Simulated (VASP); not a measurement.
# HfSi2O6 (I4/mmm) in VASP: notebook, part 2 of 3

VASP 6.6.1. Earlier steps stand in the parts before.

### 3 Single point, PBE

This run uses another cell than the first one, of 9.13 Å³/atom.

File INCAR:

```
  ALGO = Normal
  EDIFF = 1E-6
  ENCUT = 520
  GGA = PE
  ISIF = 2
  ISMEAR = 0
  LASPH = True
  LCHARG = True
  LELF = True
  LREAL = False
  LVHAR = True
  LWAVE = False
  NBANDS = 37
  NELM = 80
  PREC = Accurate
  SIGMA = 0.1
```

File KPOINTS:

```
k-points
0
Gamma
  6 6 6
```

File POSCAR:

```
HfSi2O6
1.0
   -1.6849998778      1.6849998778      7.2351641531
    1.6849998778     -1.6849998778      7.2351641531
    1.6849998778      1.6849998778     -7.2351641531
Hf Si O
1 2 6
Direct
    0.5000000000      0.5000000000      0.0000000000
    0.8294925375      0.8294925375      0.0000000000
    0.1705074625      0.1705074625      0.0000000000
    0.4079222484      0.9079222484      0.5000000000
    0.0920777516      0.5920777516      0.5000000000
    0.7500000000      0.2500000000      0.5000000000
    0.5920777516      0.0920777516      0.5000000000
    0.2500000000      0.7500000000      0.5000000000
    0.9079222484      0.4079222484      0.5000000000
```

Potentials or basis: VASP PAW PBE potentials, release 64 (Hf_pv, Si, O).

Command:

```console
> cat potpaw_PBE.64/Hf_pv/POTCAR potpaw_PBE.64/Si/POTCAR potpaw_PBE.64/O/POTCAR > POTCAR
> mpirun -np 1 vasp_std > vasp.out
```

OUTCAR:

```text
EDIFF = 1E-6
   ENCUT = 520
   GGA = PE
   ISIF = 2
   ISMEAR = 0
   LASPH = True
   LREAL = False
   NELM = 80
   PREC = Accurate

 ion  position               nearest neighbor table
   1  0.500  0.500  0.000-   4 2.15   9 2.15   5 2.15   7 2.15   5 2.15   7 2.15   4 2.15   9 2.15
                             3 3.43   2 3.43   3 3.43   2 3.43   3 3.43   2 3.43   3 3.43   2 3.43
   2  0.829  0.829  0.000-   4 2.03   9 2.03   4 2.03   9 2.03   6 2.04   8 2.04   6 2.04   8 2.04
                             1 3.43   1 3.43   1 3.43   1 3.43
   3  0.171  0.171  0.000-   5 2.03   7 2.03   5 2.03   7 2.03   6 2.04   8 2.04   6 2.04   8 2.04
                             1 3.43   1 3.43   1 3.43   1 3.43
   4  0.408  0.908  0.500-   2 2.03   2 2.03   1 2.15   1 2.15
   5  0.092  0.592  0.500-   3 2.03   3 2.03   1 2.15   1 2.15
   6  0.750  0.250  0.500-   2 2.04   3 2.04   2 2.04   3 2.04
   7  0.592  0.092  0.500-   3 2.03   3 2.03   1 2.15   1 2.15
   8  0.250  0.750  0.500-   2 2.04   3 2.04   2 2.04   3 2.04
   9  0.908  0.408  0.500-   2 2.03   2 2.03   1 2.15   1 2.15

  LATTYP: Found a body centered tetragonal cell.
 ALAT       =     3.3699997556
 C/A-ratio  =     4.2938662776

  Lattice vectors:

 A1 = (  -1.6849998778,   1.6849998778,   7.2351641531)
 A2 = (   1.6849998778,  -1.6849998778,   7.2351641531)
 A3 = (   1.6849998778,   1.6849998778,  -7.2351641531)

Analysis of symmetry for initial positions (statically):
=====================================================================
 Subroutine PRICEL returns:
 Original cell was already a primitive cell.

 Routine SETGRP: Setting up the symmetry group for a
 body centered tetragonal supercell.

 Subroutine GETGRP returns: Found 16 space group operations
 (whereof 16 operations were pure point group operations)
 out of a pool of 16 trial point group operations.

The static configuration has the point symmetry D_4h.

Analysis of symmetry for dynamics (positions and initial velocities):
=====================================================================
 Subroutine PRICEL returns:
 Original cell was already a primitive cell.

 Routine SETGRP: Setting up the symmetry group for a
 body centered tetragonal supercell.

 Subroutine GETGRP returns: Found 16 space group operations
 (whereof 16 operations were pure point group operations)
 out of a pool of 16 trial point group operations.

The dynamic configuration has the point symmetry D_4h.

 Subroutine INISYM returns: Found 16 space group operations
 (whereof 16 operations are pure point group operations),
 and found     1 'primitive' translations

----------------------------------------------------------------------------------------

                                     Primitive cell

  volume of cell :      82.1690

  direct lattice vectors                    reciprocal lattice vectors
    -1.684999878  1.684999878  7.235164153     0.000000000  0.296735927  0.069106932
     1.684999878 -1.684999878  7.235164153     0.296735927  0.000000000  0.069106932
     1.684999878  1.684999878 -7.235164153     0.296735927  0.296735927  0.000000000

  length of vectors
     7.617483147  7.617483147  7.617483147     0.304676842  0.304676842  0.419647972

  position of ions in fractional coordinates (direct lattice)
     0.500000000  0.500000000  0.000000000
     0.829492538  0.829492538  0.000000000
     0.170507462  0.170507462  0.000000000
[... 42 lines left out ...]

 Found     30 irreducible k-points:

 Following reciprocal coordinates:
            Coordinates               Weight
  0.000000  0.000000  0.000000      1.000000
  0.166667  0.000000  0.000000      8.000000
  0.333333 -0.000000  0.000000      8.000000
  0.500000  0.000000 -0.000000      4.000000
  0.166667  0.166667  0.000000      8.000000
  0.333333  0.166667  0.000000     16.000000
[... 16 lines left out ...]
 -0.333333 -0.333333  0.166667      8.000000
 -0.166667 -0.333333  0.166667      8.000000
 [... further k-points ...]
   k-points           NKPTS =     30   k-points in BZ     NKDIM =     30   number of bands    NBANDS=     37
   number of dos      NEDOS =    301   number of ions     NIONS =      9
   total plane-waves  NPLWV = 216000
   dimension x,y,z NGX =    60 NGY =   60 NGZ =   60
   dimension x,y,z NGXF=   120 NGYF=  120 NGZF=  120
   ions per type =               1   2   6
   NGX,Y,Z   is equivalent  to a cutoff of  13.09, 13.09, 13.09 a.u.
   NGXF,Y,Z  is equivalent  to a cutoff of  26.19, 26.19, 26.19 a.u.
 SYSTEM =  unknown system
   PREC   = accura    normal or accurate (medium, high low for compatibility)
   ISTART =      0    job   : 0-new  1-cont  2-samecut
   ICHARG =      2    charge: 1-file 2-atom 10-const
   ISPIN  =      1    spin polarized calculation?
   LNONCOLLINEAR =      F non collinear calculations
   LSORBIT =      F    spin-orbit coupling
   LASPH  =      T    aspherical Exc in radial PAW
   ENCUT  =  520.0 eV  38.22 Ry    6.18 a.u.  14.16 14.16 14.16*2*pi/ulx,y,z
   NELM   =     80;   NELMIN=  2; NELMDL= -5     # of ELM steps
   EDIFF  = 0.1E-05   stopping-criterion for ELM
   LREAL  =      F    real-space projection
[... 7 lines left out ...]
   TEBEG  =    0.0;   TEEND  =   0.0 temperature during run
   PSTRESS=    0.0 pullay stress
   NELECT =      54.0000    total number of electrons
   NUPDOWN=      -1.0000    fix difference up-down
   EMIN   =  10.00;   EMAX   =-10.00  energy-range for DOS
   EFERMI =   0.00;   METHOD = LEGACY
   ISMEAR =     0;   SIGMA  =   0.10  broadening in eV -4-tet -1-fermi 0-gaus
   EFERMI_NEDOS =   21; number of points for ismear=-14 and -15
   IALGO  =     38    algorithm
   IMIX   =      4    mixing-type and parameters
     AMIX     =   0.40;   BMIX     =  1.00
     AMIX_MAG =   1.60;   BMIX_MAG =  1.00
  volume/ion in A,a.u.               =       9.13        61.61
  Fermi-wavevector in a.u.,A,eV,Ry     =   1.423323  2.689690 27.563329  2.025848
  Thomas-Fermi vector in A             =   2.543932
   LORBIT       =      0    0 simple, 1 ext, 2 COOP (PROOUT), +10 PAW based schemes
   GGA     = PE    functional components
   LHFCALC =     F    Hartree Fock is set to
   AEXX    =    0.0000 exact exchange contribution
   IVDW    =     0    specifies the selected vdW correction
   LEPSILON=     F    determine dielectric tensor
   LRPA    =     F    only Hartree local field effects (RPA)
 non-spin polarized calculation
 Gauss-broadening in eV      SIGMA  =   0.10
  energy-cutoff  :      520.00
  volume of cell :       82.17
 maximum number of plane-waves:      2231
 NGX is ok and might be reduce to    60
   NGX = 29   NGY = 29   NGZ = 29

 number of electron      53.9999999 magnetization

 Free energy of the ion-electron system (eV)
  ---------------------------------------------------
  ext. energy  EPLUGINS =         0.00000000
  ---------------------------------------------------
  free energy    TOTEN  =       -68.92672353 eV

  energy without entropy =      -68.92670265  energy(sigma->0) =      -68.92671309

 E-fermi :   7.2020     XC(G=0): -12.0013

 val. band max:        6.9868198834   @ k =   0.5000   0.5000   0.0000
 cond. band min:       7.3839063497   @ k =   0.0000   0.0000   0.0000
 fundamental gap:      0.3970864663
 Fermi energy:         7.2020267275

 k-point     1 :       0.0000    0.0000    0.0000
  band No.  band energies     occupation
      1     -23.2217      2.00000
      2     -23.0549      2.00000
      3     -23.0549      2.00000
      4     -14.1061      2.00000
      5     -12.2624      2.00000
      6     -12.1116      2.00000
[... 949 lines left out ...]
     36      14.7243      0.00000
     37      15.7053      0.00000

 [... further k-points ...]
[... 5 lines left out ...]
  --------------------------------------------------------------------------------------
  -------------------------------------------------------------------------------------
  Total       -0.6145553     -0.6145553     -0.8799569      0.0000000     -0.0000000      0.0000000
  in kB      -11.9829411    -11.9829411    -17.1578883      0.0000000     -0.0000000      0.0000000
  external PRESSURE =     -13.7079235 kB  Pullay stress =       0.0000000 kB

 VOLUME and BASIS-vectors are now :
 -----------------------------------------------------------------------------
  energy-cutoff  :      520.00
  volume of cell :       82.17
      direct lattice vectors                 reciprocal lattice vectors
    -1.684999878  1.684999878  7.235164153     0.000000000  0.296735927  0.069106932
     1.684999878 -1.684999878  7.235164153     0.296735927  0.000000000  0.069106932
     1.684999878  1.684999878 -7.235164153     0.296735927  0.296735927  0.000000000

 POSITION                                       TOTAL-FORCE (eV/Angst)
 -----------------------------------------------------------------------------------
      0.00000      0.00000      7.23516        -0.000000     -0.000000      0.000000
      0.00000      0.00000     12.00303        -0.000000     -0.000000      0.018851
      0.00000      0.00000      2.46730        -0.000000     -0.000000     -0.018851
      1.68500      0.00000      5.90277         0.000000     -0.000000      0.166978
      1.68500      0.00000      1.33240         0.000000     -0.000000     -0.166978
      0.00000      1.68500      3.61758        -0.000000     -0.000000      0.000000
      0.00000      1.68500      1.33240        -0.000000      0.000000     -0.166978
      1.68500      0.00000      3.61758        -0.000000     -0.000000      0.000000
      0.00000      1.68500      5.90277        -0.000000      0.000000      0.166978
 -----------------------------------------------------------------------------------
    total drift:                               -0.000000     -0.000000      0.000000

  FREE ENERGIE OF THE ION-ELECTRON SYSTEM (eV)
  ---------------------------------------------------
  free  energy   TOTEN  =       -68.9267235286 eV

  energy  without entropy=      -68.9267026540  energy(sigma->0) =      -68.92671309
```

Wall time 2.9 min (1 thread of Intel Xeon Platinum 8559C (Emerald Rapids), shared host); peak memory 0.48 GiB.

What came out:

```
Free energy            : -68.9267 eV
Pressure               : -1.4 GPa
Largest force          : 0.167 eV/Å
Band gap on the k mesh : 0.40 eV (least direct gap 0.75 eV)
```

Forces on the atoms (eV/Å):
```
Hf   0.000  0.000  0.000
Si   0.000  0.000  0.019
Si   0.000  0.000 -0.019
O    0.000  0.000  0.167
O    0.000  0.000 -0.167
O    0.000  0.000  0.000
O    0.000  0.000 -0.167
O    0.000  0.000  0.000
O    0.000  0.000  0.167
```

Levels at points of the mesh, in eV from the valence-band top:
```tsv
k point	band 23	band 24	band 25	band 26	band 27	band 28	band 29	band 30	band 31	band 32
(0.00, 0.00, 0.00)	-1.56	-1.54	-1.47	-0.67	-0.67	0.40	2.02	3.94	4.57	5.42
(0.50, 0.00, 0.00)	-3.43	-2.46	-2.36	-1.79	-1.04	4.21	4.63	4.64	4.86	6.58
(0.50, 0.50, 0.00)	-0.87	-0.85	-0.21	-0.19	0.00	0.75	3.65	5.35	5.80	7.27
(0.50, 0.50, 0.50)	-1.04	-1.04	-0.85	-0.85	-0.05	1.34	2.09	3.65	4.57	5.43
```

Caveat: semilocal functionals underestimate gaps, and a narrow one can read as zero; spin-orbit coupling is left out, which moves the levels of the heavy elements. A k mesh can miss the band edges.

(Part 2 of 3 ends here.)

The gap in the log of VASP goes by the Fermi energy; the results here count the filled bands.